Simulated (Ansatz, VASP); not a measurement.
Two plane-wave programs on Si

```
CELL_PARAMETERS angstrom
-2.38242 2.38242 1.30530
2.38242 -2.38242 1.30530
2.38242 2.38242 -1.30530
ATOMIC_POSITIONS crystal
Si 0.35055 0.85055 0.50000
Si 0.39945 0.39945 0.00000
```

Change from the starting cell: mode 4 (126.4 1/cm) frozen in, largest displacement +0.263 Å.

Alike in both runs: task single point; functional LDA; k mesh 26 × 26 × 26; occupations gaussian, width 0.15 eV; no spin polarisation.

|  | VASP | Ansatz |
| --- | --- | --- |
| version | VASP 6.6.1 | Ansatz 0.2.0 |
| potentials or method | VASP PAW LDA potentials, release 64 (Si), cutoff 520 eV | scalar-relativistic, plane waves, PAW |
| valence electrons in the cell | 8 | 8 |

Ansatz gave:

* gap on the k mesh at the Fermi level (eV): none
* pressure (GPa): -0.5
* traceless stress, the component that is largest in VASP (GPa): 8.12
* rms of the force components (eV/Å): 0.064

Question: Which values does VASP return?

Answer: gap on the k mesh at the Fermi level (eV): none; pressure (GPa): -0.4; traceless stress, the component that is largest in VASP (GPa): 8.16; rms of the force components (eV/Å): 0.064.

LDA's correlation is that of Perdew and Zunger in VASP and of Perdew and Wang (1992) in Ansatz. Atom by atom the forces differ by 0.000 eV/Å (rms over components). A gap of «none» marks a metal or a gap that the smearing closes.
